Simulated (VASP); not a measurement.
Here is a VASP 6.6.1 calculation.

File INCAR:

```
SYSTEM = GaAs
ALGO = Normal
EDIFF = 1E-6
ENCUT = 520
GGA = PE
ISIF = 2
ISMEAR = -1
LASPH = .True.
LCHARG = .True.
LELF = .True.
LREAL = .False.
LVHAR = .True.
LWAVE = .False.
NBANDS = 16
NELM = 60
PREC = Accurate
SIGMA = 0.1
```

KPOINTS

```
k-points
0
Gamma
  8 8 8
  0 0 0
```

File POSCAR:

```
GaAs
1.0
    0.0000000000      2.8750000000      2.8750000000
    2.8750000000      0.0000000000      2.8750000000
    2.8750000000      2.8750000000      0.0000000000
Ga As
1 1
Direct
    0.0000000000      0.0000000000      0.0000000000
    0.2500000000      0.2500000000      0.2500000000
```

Potentials or basis: VASP PAW PBE potentials, release 64 (Ga_d, As).

Command:

```bash
$ cat potpaw_PBE.64/Ga_d/POTCAR potpaw_PBE.64/As/POTCAR > POTCAR
$ mpirun -np 1 vasp_std > vasp.out
```

Predict the pressure.

0.0 GPa.
